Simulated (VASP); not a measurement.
# InSb (F-43m) in VASP: further runs

Runs on InSb. Level: PBE. Tasks: single point.

Everything below comes from runs of VASP 6.6.1. Logs are shortened: lines on timing, memory, paths and dates and some standing lists are left out, and cuts for length are marked.

**Measured values to compare with.**

“Electronic Structure and Epitaxy of CdTe Shells on InSb Nanowires”, 2021, arxiv:2111.05126 quotes, for a bulk crystal of InSb: band gap 0.24 eV.

The results are compared with them further down.

## (1) The cell of the first run

The structure is cubic, space group F-43m (No. 216). Conventional cell: a = 6.701 Å, b = 6.701 Å, c = 6.701 Å, α = 90.00°, β = 90.00°, γ = 90.00°. Within 3.8 Å of In (site symmetry -43m) lie 4 Sb at 2.90 Å. Sb (site symmetry -43m) has 4 In at 2.90 Å within 3.8 Å.

## (2) Single point, PBE (volume scaled by 1.03)

File INCAR:

```
  PREC = Accurate
  ENCUT = 520
  EDIFF = 1E-6
  ISMEAR = 0
  SIGMA = 0.1
  LREAL = False
  LASPH = True
  NELM = 100
  ALGO = Normal
  ISIF = 2
  LWAVE = False
  LCHARG = True
  GGA = PE
  LELF = True
  LVHAR = True
  NBANDS = 16
```

File KPOINTS:

```
regular mesh
0
Gamma
  12 12 12
```

File POSCAR:

```
InSb
1.0
    0.0000000000      3.3502729159      3.3502729159
    3.3502729159      0.0000000000      3.3502729159
    3.3502729159      3.3502729159      0.0000000000
In Sb
1 1
Direct
    0.0000000000      0.0000000000      0.0000000000
    0.2500000000      0.2500000000      0.2500000000
```

Potentials or basis: VASP PAW PBE potentials, release 64 (In_d, Sb).

On the command line:

```bash
> cat potpaw_PBE.64/In_d/POTCAR potpaw_PBE.64/Sb/POTCAR > POTCAR
> mpirun -np 1 vasp_std > vasp.out
```

OUTCAR:

```text
PREC = Accurate
   ENCUT = 520
   EDIFF = 1E-6
   ISMEAR = 0
   LREAL = False
   LASPH = True
   NELM = 100
   ISIF = 2
   GGA = PE

 ion  position               nearest neighbor table
   1  0.000  0.000  0.000-   2 2.90   2 2.90   2 2.90   2 2.90
   2  0.250  0.250  0.250-   1 2.90   1 2.90   1 2.90   1 2.90

  LATTYP: Found a face centered cubic cell.
 ALAT       =     6.7005458318

  Lattice vectors:

 A1 = (   0.0000000000,   3.3502729159,   3.3502729159)
 A2 = (   3.3502729159,   0.0000000000,   3.3502729159)
 A3 = (   3.3502729159,   3.3502729159,   0.0000000000)

Analysis of symmetry for initial positions (statically):
=====================================================================
 Subroutine PRICEL returns:
 Original cell was already a primitive cell.

 Routine SETGRP: Setting up the symmetry group for a
 face centered cubic supercell.

 Subroutine GETGRP returns: Found 24 space group operations
 (whereof 24 operations were pure point group operations)
 out of a pool of 48 trial point group operations.

The static configuration has the point symmetry T_d .

Analysis of symmetry for dynamics (positions and initial velocities):
=====================================================================
 Subroutine PRICEL returns:
 Original cell was already a primitive cell.

 Routine SETGRP: Setting up the symmetry group for a
 face centered cubic supercell.

 Subroutine GETGRP returns: Found 24 space group operations
 (whereof 24 operations were pure point group operations)
 out of a pool of 48 trial point group operations.

The dynamic configuration has the point symmetry T_d .

 Subroutine INISYM returns: Found 24 space group operations
 (whereof 24 operations are pure point group operations),
 and found     1 'primitive' translations

----------------------------------------------------------------------------------------

                                     Primitive cell

  volume of cell :      75.2091

  direct lattice vectors                    reciprocal lattice vectors
     0.000000000  3.350272916  3.350272916    -0.149241573  0.149241573  0.149241573
     3.350272916  0.000000000  3.350272916     0.149241573 -0.149241573  0.149241573
     3.350272916  3.350272916  0.000000000     0.149241573  0.149241573 -0.149241573

  length of vectors
     4.738001395  4.738001395  4.738001395     0.258493987  0.258493987  0.258493987

  position of ions in fractional coordinates (direct lattice)
     0.000000000  0.000000000  0.000000000
     0.250000000  0.250000000  0.250000000

  ion indices of the primitive-cell ions
   primitive index   ion index
                 1           1
                 2           2

----------------------------------------------------------------------------------------

 KPOINTS: regular mesh

Automatic generation of k-mesh.
 Grid dimensions read from file:
 generate k-points for:   12   12   12

 Generating k-lattice:

  Cartesian coordinates                     Fractional coordinates (reciprocal lattice)
    -0.012436798  0.012436798  0.012436798     0.083333333  0.000000000  0.000000000
     0.012436798 -0.012436798  0.012436798     0.000000000  0.083333333  0.000000000
     0.012436798  0.012436798 -0.012436798     0.000000000  0.000000000  0.083333333

  Length of vectors
     0.021541166  0.021541166  0.021541166

  Shift w.r.t. Gamma in fractional coordinates (k-lattice)
     0.000000000  0.000000000  0.000000000

 Subroutine IBZKPT returns following result:
 ===========================================

 Found     72 irreducible k-points:

 Following reciprocal coordinates:
            Coordinates               Weight
  0.000000  0.000000  0.000000      1.000000
  0.083333  0.000000  0.000000      8.000000
  0.166667  0.000000  0.000000      8.000000
  0.250000  0.000000  0.000000      8.000000
  0.333333  0.000000  0.000000      8.000000
  0.416667  0.000000  0.000000      8.000000
[... 16 lines left out ...]
  0.500000  0.166667  0.000000     24.000000
 -0.416667  0.166667  0.000000     24.000000
 [... further k-points ...]
[... 50 lines left out ...]
      4     -10.2647      2.00000
      5     -10.2637      2.00000
      6      -5.9529      2.00000
[... 8 lines left out ...]
     15      11.1908      0.00000
     16      12.2429      0.00000

 k-point     9 :       0.1667    0.0833    0.0000
  band No.  band energies     occupation
      1     -10.3332      2.00000
      2     -10.3202      2.00000
      3     -10.3198      2.00000
      4     -10.2654      2.00000
      5     -10.2633      2.00000
      6      -5.8290      2.00000
[... 8 lines left out ...]
     15      10.8887      0.00000
     16      11.9755      0.00000
[... 172 lines left out ...]
 k-point    19 :       0.1667    0.1667    0.0000
  band No.  band energies     occupation
      1     -10.3387      2.00000
      2     -10.3171      2.00000
      3     -10.3171      2.00000
      4     -10.2667      2.00000
      5     -10.2625      2.00000
      6      -5.7404      2.00000
[... 8 lines left out ...]
     15      11.2583      0.00000
     16      12.4478      0.00000

 k-point    20 :       0.2500    0.1667    0.0000
  band No.  band energies     occupation
      1     -10.3453      2.00000
      2     -10.3139      2.00000
      3     -10.3135      2.00000
      4     -10.2677      2.00000
      5     -10.2618      2.00000
      6      -5.5560      2.00000
[... 8 lines left out ...]
     15      11.9187      0.00000
     16      12.4129      0.00000

 k-point    21 :       0.3333    0.1667    0.0000
  band No.  band energies     occupation
      1     -10.3516      2.00000
      2     -10.3114      2.00000
      3     -10.3101      2.00000
      4     -10.2681      2.00000
      5     -10.2613      2.00000
      6      -5.2985      2.00000
[... 8 lines left out ...]
     15      12.2344      0.00000
     16      12.5724      0.00000

 k-point    22 :       0.4167    0.1667    0.0000
  band No.  band energies     occupation
      1     -10.3566      2.00000
      2     -10.3096      2.00000
      3     -10.3078      2.00000
      4     -10.2676      2.00000
      5     -10.2613      2.00000
      6      -5.0172      2.00000
[... 8 lines left out ...]
     15      12.3687      0.00000
     16      13.0715      0.00000

 k-point    23 :       0.5000    0.1667    0.0000
  band No.  band energies     occupation
      1     -10.3591      2.00000
      2     -10.3088      2.00000
      3     -10.3069      2.00000
      4     -10.2663      2.00000
      5     -10.2618      2.00000
      6      -4.8039      2.00000
[... 8 lines left out ...]
     15      12.7315      0.00000
     16      13.0907      0.00000

 k-point    24 :      -0.4167    0.1667    0.0000
  band No.  band energies     occupation
      1     -10.3588      2.00000
      2     -10.3088      2.00000
      3     -10.3076      2.00000
      4     -10.2648      2.00000
      5     -10.2631      2.00000
      6      -4.7714      2.00000
[... 8 lines left out ...]
     15      12.1414      0.00000
     16      12.4592      0.00000

 [... further k-points ...]

------------------------ aborting loop because EDIFF is reached ----------------------------------------

  FORCE on cell =-STRESS in cart. coord.  units (eV):
  Direction    XX          YY          ZZ          XY          YZ          ZX
  --------------------------------------------------------------------------------------
  -------------------------------------------------------------------------------------
  Total       -0.4828442     -0.4828442     -0.4828442      0.0000000      0.0000000      0.0000000
  in kB      -10.2860120    -10.2860120    -10.2860120      0.0000000      0.0000000      0.0000000
  external PRESSURE =     -10.2860120 kB  Pullay stress =       0.0000000 kB

 VOLUME and BASIS-vectors are now :
 -----------------------------------------------------------------------------
  energy-cutoff  :      520.00
  volume of cell :       75.21
      direct lattice vectors                 reciprocal lattice vectors
     0.000000000  3.350272916  3.350272916    -0.149241573  0.149241573  0.149241573
     3.350272916  0.000000000  3.350272916     0.149241573 -0.149241573  0.149241573
     3.350272916  3.350272916  0.000000000     0.149241573  0.149241573 -0.149241573

 POSITION                                       TOTAL-FORCE (eV/Angst)
 -----------------------------------------------------------------------------------
      0.00000      0.00000      0.00000         0.000000     -0.000000     -0.000000
      1.67514      1.67514      1.67514        -0.000000      0.000000      0.000000
 -----------------------------------------------------------------------------------
    total drift:                               -0.000000     -0.000000     -0.000000

  FREE ENERGIE OF THE ION-ELECTRON SYSTEM (eV)
  ---------------------------------------------------
  free  energy   TOTEN  =        -6.9461407573 eV

  energy  without entropy=       -6.9459834458  energy(sigma->0) =       -6.94606210
```

Run time: 82 s. Hardware: 1 thread of AMD EPYC 7R43 (Zen 3), shared host; peak memory 0.22 GiB.

Results:

```
Free energy            : -6.9461 eV
Pressure               : -1.0 GPa
Band gap on the k mesh : zero (filled and empty bands touch)
```

Levels at points of the mesh, in eV from the Fermi level:
| k point | band 5 | band 6 | band 7 | band 8 | band 9 | band 10 | band 11 | band 12 | band 13 | band 14 |
| --- | --- | --- | --- | --- | --- | --- | --- | --- | --- | --- |
| (0.00, 0.00, 0.00) | -14.43 | -10.19 | -0.81 | -0.06 | -0.06 | -0.06 | 2.90 | 2.90 | 2.90 | 5.57 |
| (0.50, 0.00, 0.00) | -14.42 | -9.06 | -5.25 | -0.93 | -0.93 | 0.31 | 3.72 | 3.72 | 6.05 | 7.65 |
| (0.50, 0.50, 0.00) | -14.42 | -8.57 | -5.57 | -2.01 | -2.01 | 1.30 | 1.45 | 7.50 | 7.50 | 8.10 |

Caveat: the cell differs from its parent crystal (volume scaled by 1.03); spin-orbit coupling is left out, which moves the levels of the heavy elements.

## (3) Single point, PBE (volume scaled by 1.06)

File INCAR:

```
PREC     = Accurate       # precision mode
ENCUT    = 520            # plane-wave cutoff, eV
EDIFF    = 1E-6           # SCF threshold, eV
ISMEAR   = 0              # smearing method
SIGMA    = 0.1            # smearing width, eV
LREAL    = F              # projectors in reciprocal space
LASPH    = T              # aspherical terms in the spheres
NELM     = 80             # most SCF steps
ALGO     = Normal         # electronic algorithm
ISIF     = 2              # what is computed and relaxed
LWAVE    = F              # write WAVECAR
LCHARG   = T              # write CHGCAR
GGA      = PE             # functional
LELF     = T              # ELF
LVHAR    = T            
NBANDS   = 16             # bands
```

KPOINTS is that of step 2.

File POSCAR:

```
InSb
1.0
    0.0000000000      3.3824890548      3.3824890548
    3.3824890548      0.0000000000      3.3824890548
    3.3824890548      3.3824890548      0.0000000000
In Sb
1 1
Direct
    0.0000000000      0.0000000000      0.0000000000
    0.2500000000      0.2500000000      0.2500000000
```

Potentials or basis: VASP PAW PBE potentials, release 64 (In_d, Sb).

On the command line:

```bash
> cat potpaw_PBE.64/In_d/POTCAR potpaw_PBE.64/Sb/POTCAR > POTCAR
> mpirun -np 1 vasp_std > vasp.out
```

Run time: 78 s. Hardware: 1 thread of AMD EPYC 7R43 (Zen 3), shared host; peak memory 0.23 GiB.

It converged, with:

```
Free energy            : -6.9264 eV
Pressure               : -1.9 GPa
Band gap on the k mesh : zero (filled and empty bands touch)
```

Levels at points of the mesh, in eV from the Fermi level:
```csv
k point,band 7,band 8,band 9,band 10,band 11,band 12
"(0.00, 0.00, 0.00)",-0.97,-0.07,-0.07,-0.07,2.90,2.90
"(0.50, 0.00, 0.00)",-5.14,-0.89,-0.89,0.26,3.71,3.71
"(0.50, 0.50, 0.00)",-5.47,-1.93,-1.93,1.30,1.48,7.33
```

Caveat: the cell differs from its parent crystal (volume scaled by 1.06); spin-orbit coupling is left out, which moves the levels of the heavy elements.

## (4) Single point, PBE (volume scaled by 1.10)

File INCAR:

```
SYSTEM = InSb
PREC = Accurate
ENCUT = 520
EDIFF = 1E-6
ISMEAR = 0
SIGMA = 0.1
LREAL = .FALSE.
LASPH = .TRUE.
NELM = 80
ALGO = Normal
ISIF = 2
LWAVE = .FALSE.
LCHARG = .FALSE.
GGA = PE
NBANDS = 16
```

File KPOINTS:

```
regular mesh
0
G
  12 12 12
  0 0 0
```

File POSCAR:

```
InSb
1.0
    0.0000000000      3.4245118493      3.4245118493
    3.4245118493      0.0000000000      3.4245118493
    3.4245118493      3.4245118493      0.0000000000
In Sb
1 1
Direct
    0.0000000000      0.0000000000      0.0000000000
    0.2500000000      0.2500000000      0.2500000000
```

On the command line:

```bash
> cat potpaw_PBE.64/In_d/POTCAR potpaw_PBE.64/Sb/POTCAR > POTCAR
> mpirun -np 1 vasp_std > vasp.out
```

It took 72 s on 1 thread of AMD EPYC 7R43 (Zen 3), shared host; peak memory 0.23 GiB.

It converged, with:

```yaml
Free_energy: -6.8840 eV
Pressure: -2.8 GPa
Band_gap_on_the_k_mesh: zero (filled and empty bands touch)
```

Levels at points of the mesh, in eV from the Fermi level:
| k point | band 7 | band 8 | band 9 | band 10 | band 11 | band 12 |
| --- | --- | --- | --- | --- | --- | --- |
| (0.00, 0.00, 0.00) | -1.16 | -0.07 | -0.07 | -0.07 | 2.89 | 2.89 |
| (0.50, 0.00, 0.00) | -5.01 | -0.85 | -0.85 | 0.21 | 3.69 | 3.69 |
| (0.50, 0.50, 0.00) | -5.35 | -1.84 | -1.84 | 1.29 | 1.53 | 7.11 |

Caveat: the cell differs from its parent crystal (volume scaled by 1.10); spin-orbit coupling is left out, which moves the levels of the heavy elements.

## (5) Single point, PBE

This run uses another cell than the first one, of 36.51 Å³/atom, 0.971 times its volume.

File INCAR:

```
SYSTEM = InSb
ALGO = Normal ; EDIFF = 1E-6
ENCUT = 520 ; GGA = PE
ISIF = 2 ; ISMEAR = 0
LASPH = .True. ; LCHARG = .True.
LELF = .True. ; LREAL = .False.
LVHAR = .True. ; LWAVE = .False.
NBANDS = 16 ; NELM = 100
PREC = Accurate ; SIGMA = 0.1
```

File KPOINTS:

```
k-points
0
Gamma
  9 9 9
  0 0 0
```

File POSCAR:

```
InSb
1.0
    4.6915474111      0.0000000000      0.0000000000
   -2.3457737056      4.0629992411      0.0000000000
    2.3457737056     -1.3543330804      3.8306324204
In Sb
1 1
Direct
    0.0000000000      0.0000000000      0.0000000000
    0.7500000000      0.2500000000      0.7500000000
```

On the command line:

```bash
> cat potpaw_PBE.64/In_d/POTCAR potpaw_PBE.64/Sb/POTCAR > POTCAR
> mpirun -np 1 vasp_std > vasp.out
```

It took 25 s on 1 thread of Intel Xeon Platinum 8488C (Sapphire Rapids), shared host; peak memory 0.22 GiB.

It converged, with:

```yaml
Free_energy: -6.9512 eV
Pressure: 0.0 GPa
Band_gap_on_the_k_mesh: zero (filled and empty bands touch)
```

Levels at points of the mesh, in eV from the Fermi level:
| k point | band 7 | band 8 | band 9 | band 10 | band 11 | band 12 |
| --- | --- | --- | --- | --- | --- | --- |
| (0.00, 0.00, 0.00) | -0.63 | -0.04 | -0.04 | -0.04 | 2.93 | 2.93 |

Caveat: spin-orbit coupling is left out, which moves the levels of the heavy elements.

## (6) Single point, PBE

This run uses another cell than the first one, of 36.51 Å³/atom, 0.971 times its volume.

File INCAR:

```
PREC     = Accurate       # precision mode
ENCUT    = 520            # plane-wave cutoff, eV
EDIFF    = 1E-7           # SCF threshold, eV
ISMEAR   = 0              # smearing method
SIGMA    = 0.1            # smearing width, eV
LREAL    = F              # projectors in reciprocal space
LASPH    = T              # aspherical terms in the spheres
NELM     = 80             # most SCF steps
ALGO     = Normal         # electronic algorithm
ISIF     = 2              # what is computed and relaxed
LWAVE    = F              # write WAVECAR
LCHARG   = F              # write CHGCAR
GGA      = PE             # functional
NBANDS   = 16             # bands
```

File KPOINTS:

```
regular mesh
0
Gamma
  12 12 12
```

File POSCAR:

```
InSb
1.0
    0.0000000000      3.3174249887      3.3174249887
    3.3174249887      0.0000000000      3.3174249887
    3.3174249887      3.3174249887      0.0000000000
In Sb
1 1
Direct
    0.0000000000      0.0000000000      0.0000000000
    0.7500000000      0.7500000000      0.7500000000
```

Potentials or basis: VASP PAW PBE potentials, release 64 (In_d, Sb).

On the command line:

```bash
> cat potpaw_PBE.64/In_d/POTCAR potpaw_PBE.64/Sb/POTCAR > POTCAR
> mpirun -np 1 vasp_std > vasp.out
```

Wall time 48 s (1 thread of Intel Xeon Platinum 8488C (Sapphire Rapids), shared host); peak memory 0.25 GiB.

The run converged. Its results:

* Free energy: -6.9532 eV
* Pressure: 0.0 GPa
* Band gap on the k mesh: zero (filled and empty bands touch)

Levels at points of the mesh, in eV from the Fermi level:
| k point | band 6 | band 7 | band 8 | band 9 | band 10 | band 11 | band 12 | band 13 |
| --- | --- | --- | --- | --- | --- | --- | --- | --- |
| (0.00, 0.00, 0.00) | -10.35 | -0.65 | -0.06 | -0.06 | -0.06 | 2.90 | 2.90 | 2.90 |
| (0.50, 0.00, 0.00) | -9.16 | -5.36 | -0.96 | -0.96 | 0.36 | 3.74 | 3.74 | 6.06 |
| (0.50, 0.50, 0.00) | -8.63 | -5.68 | -2.10 | -2.10 | 1.30 | 1.41 | 7.67 | 7.67 |

Caveat: spin-orbit coupling is left out, which moves the levels of the heavy elements.

## (7) Overview

| cell | k mesh | gap on the mesh (eV) | pressure (GPa) |
| --- | --- | --- | --- |
| a = 4.738 Å, angles 60.0°, 2 atoms | 12 × 12 × 12 | none | -1.0 |
| a = 4.784 Å, angles 60.0°, 2 atoms | 12 × 12 × 12 | none | -1.9 |
| a = 4.843 Å, angles 60.0°, 2 atoms | 12 × 12 × 12 | none | -2.8 |
| a = 4.692 Å, angles 120.0, 60.0, 120.0°, 2 atoms | 9 × 9 × 9 | none | 0.0 |
| a = 4.692 Å, angles 60.0°, 2 atoms | 12 × 12 × 12 | none | 0.0 |

Alike in all rows: task single point; level PBE; potentials or basis VASP PAW PBE potentials, release 64 (In_d, Sb); no spin polarisation; cutoff (eV) 520; smearing gaussian 0.1 eV.

Caveats: spin-orbit coupling is left out, which moves the levels of the heavy elements.

Total energies depend on the potentials used, so only differences within one code and one set of settings carry meaning.

## (8) Comparison with measurements

Step 5. A measured gap of InSb is 0.24 eV (quoted in “Electronic Structure and Epitaxy of CdTe Shells on InSb Nanowires”, 2021, arxiv:2111.05126); the calculated 0.00 eV misses it by -0.24 eV. Spin-orbit coupling on In, Sb is left out. The value is that of PBE on a finite k mesh, which can miss the band edges, without temperature or zero-point motion. Semilocal functionals fall short of measured gaps as a rule.

Step 6. Against the measured gap of InSb, 0.24 eV (quoted in “Electronic Structure and Epitaxy of CdTe Shells on InSb Nanowires”, 2021, arxiv:2111.05126), the calculated 0.00 eV is off by -0.24 eV. Spin-orbit coupling on In, Sb is left out. The value is that of PBE on a finite k mesh, which can miss the band edges, without temperature or zero-point motion. Semilocal functionals fall short of measured gaps as a rule.
